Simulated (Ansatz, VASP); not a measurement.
# Two plane-wave programs on Ti

```
CELL_PARAMETERS angstrom
2.90123 0.00000 0.00000
-1.45061 2.51254 0.00000
0.00000 0.00000 4.59413
ATOMIC_POSITIONS crystal
Ti 0.33333 0.66667 0.25000
Ti 0.66667 0.33333 0.75000
```

Alike in both runs: functional PBEsol; k mesh 14 × 14 × 8; occupations fermi-dirac, width 0.1 eV; no spin polarisation.

Ansatz relaxed the structure, and its values are those at the end. VASP's run is a single point on that final structure, the one shown.

|  | VASP | Ansatz |
| --- | --- | --- |
| version | VASP 6.6.1 | Ansatz 0.2.0 |
| potentials or method | VASP PAW PBE potentials, release 64 (Ti_sv) | PAW with Ansatz's default frozen-core files, scalar-relativistic |
| plane-wave cutoff (eV) | 520 | 420 |
| valence electrons in the cell | 24 | 24 |

|  | VASP | Ansatz | Ansatz less VASP |
| --- | --- | --- | --- |
| pressure (GPa) | -0.3 | 0.0 | +0.29 |

VASP's potentials were made for PBE, not for PBEsol. With one functional, cell and mesh, what is left measures potentials, basis and numerics.
